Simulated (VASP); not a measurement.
La2NbO5:

```
La Nb O
1.0
    -1.97500    1.97500    7.50000
     1.97500   -1.97500    7.50000
     1.97500    1.97500   -7.50000
La Nb O
2 1 5
Cartesian
  0.0000 0.0000 4.9200
  0.0000 0.0000 10.0800
  0.0000 0.0000 0.0000
  0.0000 0.0000 1.8750
  1.9750 0.0000 7.3500
  0.0000 1.9750 7.3500
  1.9750 0.0000 3.7500
  0.0000 1.9750 3.7500
```

```yaml
Program: VASP 6.6.1
Task: relaxation of cell and atoms
Functional: PBE
Potentials_or_basis: VASP PAW PBE potentials, release 64 (La, Nb_sv, O)
Cutoff: 600 eV
k_mesh: 4 × 4 × 4
Occupations: gaussian, width 0.15 eV
Spin: no spin polarisation
```

At the start: pressure 9.0 GPa; volume 14.63 Å³/atom.

**Question.** How do energy, volume and symmetry change on relaxing?

**Answer.** Over 25 steps the energy falls by 119.0 meV/atom and the volume is 15.70 Å³/atom (+7.3 %); space group I4mm (No. 107, to 0.1 Å) before and after.

Step by step:
```tsv
step	energy change (eV)	largest force (eV/Å)	pressure (GPa)	volume (Å³)
1	0.0000	1.9270	8.96	117.02
2	-0.0661	1.9119	-8.13	131.40
3	-0.3743	0.6765	-1.36	124.10
4	-0.3744	0.6872	-1.21	123.96
5	-0.4542	0.5793	-0.43	122.88
6	-0.5875	1.3253	2.18	119.66
7	-0.6338	1.0563	1.28	119.97
8	-0.6815	1.4802	-0.56	120.70
9	-0.7267	1.4276	-0.45	120.82
10	-0.8268	1.3074	0.08	121.19
11	-0.8431	1.2250	1.96	121.93
12	-0.8690	1.2442	0.94	121.58
13	-0.9016	0.3007	1.09	122.32
14	-0.9020	0.4329	1.11	122.40
15	-0.9160	0.3036	0.07	123.53
16	-0.9233	0.3255	-1.30	125.08
17	-0.9346	0.1868	-0.82	125.06
18	-0.9431	0.1330	0.01	125.02
19	-0.9432	0.1454	0.13	125.01
20	-0.9454	0.1077	0.10	125.12
21	-0.9481	0.1339	-0.04	125.45
22	-0.9495	0.0922	0.01	125.47
23	-0.9504	0.1606	0.09	125.49
24	-0.9512	0.0911	0.14	125.54
25	-0.9521	0.0695	0.23	125.61
```

Final structure:
```
CELL_PARAMETERS angstrom
-1.98706 1.98706 7.95339
1.98706 -1.98706 7.95339
1.98706 1.98706 -7.95339
ATOMIC_POSITIONS crystal
La 0.34954 0.34954 0.00000
La 0.68943 0.68943 0.00000
Nb 0.99430 0.99430 0.00000
O 0.11012 0.11012 0.00000
O 0.46555 0.96555 0.50000
O 0.96555 0.46555 0.50000
O 0.26525 0.76525 0.50000
O 0.76525 0.26525 0.50000
```

Caveat: the k points lie up to 0.41 Å⁻¹ apart in the final cell, too coarse for converged energies and pressures of a metal; an odd number of electrons without spin polarisation forces a metal; a magnetic or distorted state may lie lower; the relaxation stopped at a loose force limit of 0.08 eV/Å, so its end isn't a converged minimum.
